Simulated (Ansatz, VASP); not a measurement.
Two plane-wave programs on SnSe

```
Sn Se
1.0
     4.28533    0.00000    0.00000
     0.00000    4.28533    0.00000
     0.00000    0.00000   10.99069
Sn Se
2 2
Direct
  0.50000 0.00000 0.37223
  0.00000 0.50000 0.62777
  0.50000 0.00000 0.61035
  0.00000 0.50000 0.37827
```

Change from the starting cell: all Se atoms moved +0.062 Å, as atom 3 towards its neighbour atom 1 (Sn) at 2.680 Å.

Alike in both runs: task single point; functional LDA; k mesh 6 × 6 × 4; occupations gaussian, width 0.05 eV; no spin polarisation.

```csv
,VASP,Ansatz
version,VASP 6.6.1,Ansatz 0.2.0
potentials or method,"VASP PAW LDA potentials, release 64 (Sn_d, Se), cutoff 520 eV","scalar-relativistic, plane waves, PAW"
valence electrons in the cell,40,60
```

Ansatz gave:

| Property | Result |
| --- | --- |
| gap on the k mesh at the Fermi level (eV) | 1.44 |
| least direct gap on the mesh (eV) | 1.44 |
| rms of the force components (eV/Å) | 0.253 |

Question: Estimate VASP's values.

Answer: gap on the k mesh at the Fermi level (eV): 1.42; least direct gap on the mesh (eV): 1.42; rms of the force components (eV/Å): 0.251.

LDA's correlation is that of Perdew and Zunger in VASP and of Perdew and Wang (1992) in Ansatz. Atom by atom the forces differ by 0.013 eV/Å (rms over components). VASP's potentials hold 40 valence electrons a cell and Ansatz's 60, so a difference there can come from the potentials and not from the codes.
